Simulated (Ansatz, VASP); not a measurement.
**MgSn3S6 in VASP and in Ansatz**

```
Mg Sn S
1.0
     6.48061    0.00000    0.00000
    -3.24031    5.61237    0.00000
     0.00000    0.00000    6.78322
Mg Sn S
1 3 6
Direct
  0.00000 0.00000 0.00000
  0.33333 0.66667 0.00000
  0.66667 0.33333 0.00000
  0.00000 0.00000 0.50000
  0.33884 0.00000 0.21438
  0.00000 0.33884 0.21438
  0.66116 0.66116 0.21438
  0.00000 0.66116 0.78562
  0.66116 0.00000 0.78562
  0.33884 0.33884 0.78562
```

Alike in both runs: functional PBE; k mesh 3 × 3 × 4; occupations gaussian, width 0.1 eV; no spin polarisation.

Ansatz relaxed the structure, and its values are those at the end. VASP's run is a single point on that final structure, the one shown.

|  | VASP | Ansatz |
| --- | --- | --- |
| version | VASP 6.6.1 | Ansatz 0.2.0 |
| potentials or method | VASP PAW PBE potentials, release 64 (Mg, Sn_d, S), cutoff 520 eV | scalar-relativistic, plane waves, PAW |
| valence electrons in the cell | 80 | 88 |

Ansatz gave:

```
gap on the k mesh at the Fermi level (eV) : 0.25
least direct gap on the mesh (eV)         : 0.57
pressure (GPa)                            : 0.1
rms of the force components (eV/Å)        : 0.015
```

Q: Which values does VASP return?

A: gap on the k mesh at the Fermi level (eV): 0.26; least direct gap on the mesh (eV): 0.58; pressure (GPa): 0.0; rms of the force components (eV/Å): 0.012.

VASP's potentials hold 80 valence electrons a cell and Ansatz's 88, so a difference there can come from the potentials and not from the codes.
